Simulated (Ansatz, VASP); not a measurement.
CrB2RuN: VASP beside Ansatz

Contents of INCAR:

```
  ALGO = Normal
  EDIFF = 1E-7
  ENCUT = 520
  GGA = PE
  ISIF = 2
  ISMEAR = 0
  ISPIN = 2
  LASPH = T
  LCHARG = F
  LMAXMIX = 4
  LORBIT = 11
  LREAL = F
  LWAVE = F
  MAGMOM = 3 0 0 1 0
  NBANDS = 30
  NELM = 150
  PREC = Accurate
  SIGMA = 0.1
```

KPOINTS

```
k-points
0
Gamma
  6 6 6
```

The input POSCAR:

```
CrB2RuN
1.0
   -2.0018122600      2.4726780200      3.1188172800
    2.0018122600     -2.4726780200      3.1188172800
    2.0018122600      2.4726780200     -3.1188172800
Cr B Ru N
1 2 1 1
Direct
    0.5000000000      0.5000000000      0.0000000000
    0.6738480400      0.1738480400      0.5000000000
    0.3261519600      0.8261519600      0.5000000000
    0.0000000000      0.0000000000      0.0000000000
    0.5000000000      0.0000000000      0.5000000000
```

Input for Ansatz:

```yaml
crystal:
  lattice:
    - [-2.00181226, 2.47267802, 3.11881728]
    - [2.00181226, -2.47267802, 3.11881728]
    - [2.00181226, 2.47267802, -3.11881728]
  atoms:
    - { symbol: Cr, position: [0.5, 0.5, 0.0], spin: 3.0 }
    - { symbol: B, position: [0.67384804, 0.17384804, 0.5] }
    - { symbol: B, position: [0.32615196, 0.82615196, 0.5] }
    - { symbol: Ru, position: [0.0, 0.0, 0.0], spin: 1.0 }
    - { symbol: "N", position: [0.5, 0.0, 0.5] }
basis:
  ecutwfc: 420
kpoints:
  mp_grid: { grid: [6, 6, 6] }
hamiltonian:
  xc: pbe
scf:
  occupations: { method: gaussian, width: 0.1 }
  lower_state_search: "off"
output:
  forces: true
  stress: true
  eigenvalues: true
  populations: true
magnetization:
  spin_polarized: true
```

Alike in both runs: task single point; functional PBE; k mesh 6 × 6 × 6; occupations gaussian, width 0.1 eV; collinear spin.

```csv
,VASP,Ansatz
version,VASP 6.6.1,Ansatz 0.2.0
potentials or method,"VASP PAW PBE potentials, release 64 (Cr_pv, B, Ru_pv, N), cutoff 520 eV","scalar-relativistic, plane waves, PAW"
valence electrons in the cell,37,41
```

```tsv
	VASP	Ansatz	Ansatz less VASP
gap on the k mesh at the Fermi level (eV)	none	none	-
rms of the force components (eV/Å)	12.033	11.877	-0.1553
net moment per atom (μB)	0.54	0.54	-0.001
size of the moment on the site where the two differ most (μB)	2.98	2.47	-0.508
```

Site moments also hang on the region over which each program counts them. Atom by atom the forces differ by 0.155 eV/Å (rms over components). A gap of «none» marks a metal or a gap that the smearing closes. VASP's potentials hold 37 valence electrons a cell and Ansatz's 41, so a difference there can come from the potentials and not from the codes. Ansatz's warnings: seeded moment not kept.
